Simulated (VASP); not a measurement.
# GaCo3Pb (Pm-3m) in VASP: further runs

Runs on GaCo3Pb. Level: PBE. Tasks: single point, relaxation of cell and atoms.

Everything below comes from runs of VASP 6.6.1. Logs are shortened: lines on timing, memory, paths and dates and some standing lists are left out, and cuts for length are marked.

## (1) The cell of the first run

Symmetry: Pm-3m, No. 221, cubic system. Conventional cell: a = 4.206 Å, b = 4.206 Å, c = 4.206 Å, α = 90.00°, β = 90.00°, γ = 90.00°. Ga (site symmetry m-3m) has 12 Co at 2.97 Å and 8 Pb at 3.64 Å within 3.9 Å. Co (site symmetry 4/mmm) has 2 Pb at 2.10 Å within 2.8 Å. Within 2.8 Å of Pb (site symmetry m-3m) lie 6 Co at 2.10 Å.

## (2) Single point, PBE, collinear spin, ferromagnetic start

Input file INCAR:

```
ALGO = Fast ; EDIFF = 1E-6
ENCUT = 520 ; GGA = PE
ISIF = 2 ; ISMEAR = 0
ISPIN = 2 ; LASPH = True
LCHARG = True ; LELF = True
LMAXMIX = 4 ; LORBIT = 11
LREAL = False ; LVHAR = True
LWAVE = False ; MAGMOM = 0 3 3 3 0
NBANDS = 39 ; NELM = 150
PREC = Accurate ; SIGMA = 0.1
```

Input file KPOINTS:

```
k-points
0
Gamma
  4 4 4
```

Input file POSCAR:

```
GaCo3Pb
1.0
    4.2063572436      0.0000000000      0.0000000000
    0.0000000000      4.2063572436      0.0000000000
    0.0000000000      0.0000000000      4.2063572436
Ga Co Pb
1 3 1
Direct
    0.0000000000      0.0000000000      0.0000000000
    0.0000000000      0.5000000000      0.5000000000
    0.5000000000      0.0000000000      0.5000000000
    0.5000000000      0.5000000000      0.0000000000
    0.5000000000      0.5000000000      0.5000000000
```

Potentials or basis: VASP PAW PBE potentials, release 64 (Ga_d, Co, Pb_d).

The run is started by

```sh
cat potpaw_PBE.64/Ga_d/POTCAR potpaw_PBE.64/Co/POTCAR potpaw_PBE.64/Pb_d/POTCAR > POTCAR
mpirun -np 1 vasp_std > vasp.out
```

OUTCAR:

```text
EDIFF = 1E-6
   ENCUT = 520
   GGA = PE
   ISIF = 2
   ISMEAR = 0
   ISPIN = 2
   LASPH = True
   LORBIT = 11
   LREAL = False
   NELM = 150
   PREC = Accurate

 ion  position               nearest neighbor table
   1  0.000  0.000  0.000-   2 2.97   3 2.97   4 2.97   2 2.97   3 2.97   2 2.97   4 2.97   2 2.97
                             3 2.97   4 2.97   3 2.97   4 2.97
   2  0.000  0.500  0.500-   5 2.10   5 2.10   4 2.97   1 2.97   1 2.97   4 2.97   1 2.97   3 2.97
                             1 2.97   3 2.97   4 2.97   3 2.97   4 2.97   3 2.97
   3  0.500  0.000  0.500-   5 2.10   5 2.10   4 2.97   1 2.97   1 2.97   4 2.97   2 2.97   4 2.97
                             2 2.97   4 2.97   1 2.97   2 2.97   1 2.97   2 2.97
   4  0.500  0.500  0.000-   5 2.10   5 2.10   3 2.97   1 2.97   2 2.97   3 2.97   2 2.97   1 2.97
                             3 2.97   3 2.97   1 2.97   2 2.97   2 2.97   1 2.97
   5  0.500  0.500  0.500-   2 2.10   3 2.10   4 2.10   4 2.10   3 2.10   2 2.10

  LATTYP: Found a simple cubic cell.
 ALAT       =     4.2063572436

  Lattice vectors:

 A1 = (   4.2063572436,   0.0000000000,   0.0000000000)
 A2 = (   0.0000000000,   4.2063572436,   0.0000000000)
 A3 = (   0.0000000000,   0.0000000000,   4.2063572436)

Analysis of symmetry for initial positions (statically):
=====================================================================
 Subroutine PRICEL returns:
 Original cell was already a primitive cell.

 Routine SETGRP: Setting up the symmetry group for a
 simple cubic supercell.

 Subroutine GETGRP returns: Found 48 space group operations
 (whereof 48 operations were pure point group operations)
 out of a pool of 48 trial point group operations.

The static configuration has the point symmetry O_h .

Analysis of symmetry for dynamics (positions and initial velocities):
=====================================================================
 Subroutine PRICEL returns:
 Original cell was already a primitive cell.

 Routine SETGRP: Setting up the symmetry group for a
 simple cubic supercell.

 Subroutine GETGRP returns: Found 48 space group operations
 (whereof 48 operations were pure point group operations)
 out of a pool of 48 trial point group operations.

The dynamic configuration has the point symmetry O_h .

Analysis of structural, dynamic, and magnetic symmetry:
=====================================================================
 Subroutine PRICEL returns:
 Original cell was already a primitive cell.

 Routine SETGRP: Setting up the symmetry group for a
 simple cubic supercell.

 Subroutine GETGRP returns: Found 48 space group operations
 (whereof 48 operations were pure point group operations)
 out of a pool of 48 trial point group operations.
[... 128 lines left out ...]
 maximum number of plane-waves:      2016
 NGX is ok and might be reduce to    32
   NGX = 15   NGY = 15   NGZ = 15

 number of electron      53.9999964 magnetization       2.3029539

 Free energy of the ion-electron system (eV)
  ---------------------------------------------------
  ext. energy  EPLUGINS =         0.00000000
  ---------------------------------------------------
  free energy    TOTEN  =       -15.32048279 eV

  energy without entropy =      -15.30770012  energy(sigma->0) =      -15.31409145

 E-fermi :   8.8073     XC(G=0): -12.0684

 val. band max:        8.8021685094   @ k =   0.5000   0.5000   0.0000
 cond. band min:       8.9174133019   @ k =   0.2500   0.0000   0.0000
 fundamental gap:      0.1152447924
 Fermi energy:         8.8073406814

 spin component 1

 k-point     1 :       0.0000    0.0000    0.0000
  band No.  band energies     occupation
      1      -9.6568      1.00000
      2      -9.6568      1.00000
      3      -8.9432      1.00000
      4      -8.9432      1.00000
      5      -8.9432      1.00000
      6      -5.9311      1.00000
[... 409 lines left out ...]
     38      23.9664      0.00000
     39      24.0628      0.00000
 Fermi energy:         8.8073406814

 spin component 2

 k-point     1 :       0.0000    0.0000    0.0000
  band No.  band energies     occupation
      1      -9.6408      1.00000
      2      -9.6408      1.00000
      3      -8.9536      1.00000
      4      -8.9536      1.00000
      5      -8.9536      1.00000
      6      -5.9411      1.00000
[... 409 lines left out ...]
     38      24.0243      0.00000
     39      24.0582      0.00000

------------------------ aborting loop because EDIFF is reached ----------------------------------------

  FORCE on cell =-STRESS in cart. coord.  units (eV):
  Direction    XX          YY          ZZ          XY          YZ          ZX
  --------------------------------------------------------------------------------------
  -------------------------------------------------------------------------------------
  Total       26.6245676     26.6245676     26.6245676      0.0000000      0.0000000     -0.0000000
  in kB      573.1584279    573.1584279    573.1584279      0.0000000      0.0000000     -0.0000000
  external PRESSURE =     573.1584279 kB  Pullay stress =       0.0000000 kB

 VOLUME and BASIS-vectors are now :
 -----------------------------------------------------------------------------
  energy-cutoff  :      520.00
  volume of cell :       74.42
      direct lattice vectors                 reciprocal lattice vectors
     4.206357244  0.000000000  0.000000000     0.237735395  0.000000000  0.000000000
     0.000000000  4.206357244  0.000000000     0.000000000  0.237735395  0.000000000
     0.000000000  0.000000000  4.206357244     0.000000000  0.000000000  0.237735395

 POSITION                                       TOTAL-FORCE (eV/Angst)
 -----------------------------------------------------------------------------------
      0.00000      0.00000      0.00000         0.000000      0.000000      0.000000
      0.00000      2.10318      2.10318         0.000000      0.000000      0.000000
      2.10318      0.00000      2.10318         0.000000      0.000000      0.000000
      2.10318      2.10318      0.00000         0.000000      0.000000      0.000000
      2.10318      2.10318      2.10318         0.000000      0.000000      0.000000
 -----------------------------------------------------------------------------------
    total drift:                                0.000000     -0.000000     -0.000000

  FREE ENERGIE OF THE ION-ELECTRON SYSTEM (eV)
  ---------------------------------------------------
  free  energy   TOTEN  =       -15.3204827860 eV

  energy  without entropy=      -15.3077001223  energy(sigma->0) =      -15.31409145

 total charge

# of ion       s       p       d       tot
------------------------------------------
    1        0.849   0.545   9.959  11.353
    2        0.428   0.475   7.678   8.581
    3        0.428   0.475   7.678   8.581
    4        0.428   0.475   7.678   8.581
    5        1.383   1.790  10.062  13.235
--------------------------------------------------
tot          3.517   3.758  43.055  50.330

 magnetization (x)

# of ion       s       p       d       tot
------------------------------------------
    1       -0.014  -0.010  -0.005  -0.029
    2        0.010  -0.004   0.802   0.808
    3        0.010  -0.004   0.802   0.808
    4        0.010  -0.004   0.802   0.808
    5       -0.004  -0.052   0.005  -0.052
--------------------------------------------------
tot          0.013  -0.076   2.405   2.342
```

OSZICAR:

```text
N       E                     dE             d eps       ncg     rms          rms(c)
DAV:   1     0.493835224924E+03    0.49384E+03   -0.24694E+04  1686   0.214E+03
DAV:   2     0.419287591912E+02   -0.45191E+03   -0.43234E+03  1560   0.460E+02
DAV:   3    -0.134426108845E+02   -0.55371E+02   -0.53329E+02  1679   0.175E+02
[... 11 lines left out ...]
RMM:  15    -0.153204721889E+02   -0.84595E-05   -0.11982E-04  2609   0.601E-02    0.803E-03
RMM:  16    -0.153204770182E+02   -0.48293E-05   -0.62143E-05  2367   0.407E-02    0.510E-03
RMM:  17    -0.153204798706E+02   -0.28524E-05   -0.32455E-05  2184   0.289E-02    0.356E-03
RMM:  18    -0.153204813068E+02   -0.14362E-05   -0.18151E-05  1993   0.217E-02    0.117E-03
RMM:  19    -0.153204822463E+02   -0.93948E-06   -0.10409E-05  1794   0.156E-02    0.134E-03
RMM:  20    -0.153204827860E+02   -0.53977E-06   -0.61899E-06  1596   0.123E-02
   1 F= -.15320483E+02 E0= -.15314091E+02  d E =-.127827E-01  mag=     2.3029
```

Run time: 1.7 min. Hardware: 1 thread of Intel Xeon Platinum 8488C (Sapphire Rapids), shared host; peak memory 0.22 GiB.

Results:

```yaml
Free_energy: -15.3205 eV
Pressure: 57.3 GPa
Net_moment: 2.30 μB per cell
Site_moments: Ga -0.03; Co +0.81; Pb -0.05 μB
Valence_electrons_inside_the_program's_atomic_spheres: Ga 11.35; Co 8.58; Pb 13.23
```

Levels at points of the mesh, in eV from the Fermi level:
Spin up:
| k point | band 26 | band 27 | band 28 | band 29 | band 30 | band 31 |
| --- | --- | --- | --- | --- | --- | --- |
| (0.00, 0.00, 0.00) | -0.83 | -0.83 | -0.50 | -0.50 | 1.07 | 4.39 |
| (0.50, 0.00, 0.00) | -0.83 | -0.52 | 1.17 | 1.28 | 1.28 | 3.02 |
| (0.50, 0.50, 0.00) | -0.67 | -0.56 | -0.55 | -0.55 | 3.46 | 4.63 |
| (0.50, 0.50, 0.50) | -0.92 | -0.92 | -0.70 | -0.70 | 0.22 | 0.97 |
Spin down:
```
           k point  band 23  band 24  band 25  band 26  band 27  band 28  band 29  band 30
(0.00, 0.00, 0.00)    -0.53    -0.11    -0.11    -0.11     0.30     0.30     0.75     1.51
(0.50, 0.00, 0.00)    -0.56    -0.35    -0.11    -0.08     0.46     1.41     1.58     1.58
(0.50, 0.50, 0.00)    -0.97    -0.55    -0.28    -0.20    -0.01     0.54     0.54     3.78
(0.50, 0.50, 0.50)    -1.32    -1.32    -0.31    -0.31     0.37     0.37     0.37     0.52
```

Caveat: the k points lie up to 0.37 Å⁻¹ apart; spin-orbit coupling is left out, which moves the levels of the heavy elements.

(Part 1 of 2 ends here.)
